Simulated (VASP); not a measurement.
Set up this calculation in VASP 6.6.1, as the native input.

```yaml
Task: electric field gradients
Functional: PBE
Potentials_or_basis: VASP PAW PBE potentials, release 64 (I)
Cutoff: 520 eV
k_mesh: 6 × 6 × 3
Occupations: fermi-dirac, width 0.03 eV
Spin: no spin polarisation
Dipole_correction: no
Further_INCAR_settings: ALGO = Normal; EDIFF = 1e-08; NBANDS = 22
```

The structure of I lies in POSCAR:

```
I
1.0
    3.6275000000     -2.3975000000      0.0000000000
    3.6275000000      2.3975000000      0.0000000000
    0.0000000000      0.0000000000      9.7800000000
I
4
Direct
    0.8500000000      0.1500000000      0.1170000000
    0.6500000000      0.3500000000      0.6170000000
    0.1500000000      0.8500000000      0.8830000000
    0.3500000000      0.6500000000      0.3830000000
```

One way to write it, as run:

INCAR

```
PREC = Accurate
ENCUT = 520
EDIFF = 1E-8
ISMEAR = -1
SIGMA = 0.03
LREAL = False
LASPH = True
NELM = 80
ALGO = Normal
ISIF = 2
LWAVE = False
LCHARG = False
GGA = PE
LEFG = True
NBANDS = 22
```

KPOINTS

```
Automatic mesh
0
Gamma
  6 6 3
```

Potentials or basis: VASP PAW PBE potentials, release 64 (I).

Command:

```sh
$ cat potpaw_PBE.64/I/POTCAR > POTCAR
$ mpirun -np 1 vasp_std > vasp.out
```

It gave:

```yaml
Pressure: 1.4 GPa
Largest_force: 0.621 eV/Å
Band_gap_on_the_k_mesh: 1.27 eV, indirect (least direct gap 1.37 eV)
```

Caveat: without QUAD_EFG the Cq values of the log hold for a quadrupole moment of 1 mb, not for the nuclei; spin-orbit coupling is left out, which moves the levels of the heavy elements.

It took 81 s on 1 thread of Intel(R) Xeon(R) Platinum 8488C (Sapphire Rapids), with other jobs on the host, peak memory 0.3 GiB.
